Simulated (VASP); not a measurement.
Sb, 2 atoms in the cell. The structure is hexagonal, space group P6_3/mmc (No. 194). Conventional cell: a = 3.335 Å, b = 3.335 Å, c = 5.617 Å, α = 90.00°, β = 90.00°, γ = 120.00°. Sb (site symmetry -6m2) has 12 Sb at 3.34 to 3.41 Å within 4.4 Å. This isn't the form of Sb at room conditions, which is rhombohedral.

| Property | Result |
| --- | --- |
| Program | VASP 6.6.1 |
| Task | relaxation of cell and atoms |
| Functional | r2SCAN |
| Potentials or basis | VASP PAW PBE potentials, release 64 (Sb) |
| Cutoff | 600 eV |
| k mesh | 12 × 12 × 8 |
| Occupations | gaussian, width 0.1 eV |
| Spin | no spin polarisation |
| Dipole correction | no |
| Further INCAR settings | ALGO = Normal; EDIFF = 1e-06; IBRION = 2; EDIFFG = -0.01; NSW = 80; ISIF = 3 |

Potentials or basis: VASP PAW PBE potentials, release 64 (Sb).

Command:

```bash
$ cat potpaw_PBE.64/Sb/POTCAR > POTCAR
$ cp INCAR.step1 INCAR
$ mpirun -np 1 vasp_std > vasp.out
$ cp INCAR.step2 INCAR
$ mpirun -np 1 vasp_std > vasp.out
```

Hardware: 1 thread of AMD EPYC 7R43 64-Core Processor (Zen 3), with other jobs on the host.

Estimate the wall time of this run.

Run time: 14 min on 1 thread of AMD EPYC 7R43 64-Core Processor (Zen 3), on a shared host, peak memory 0.2 GiB. Counts: k points 95, ion steps 6.
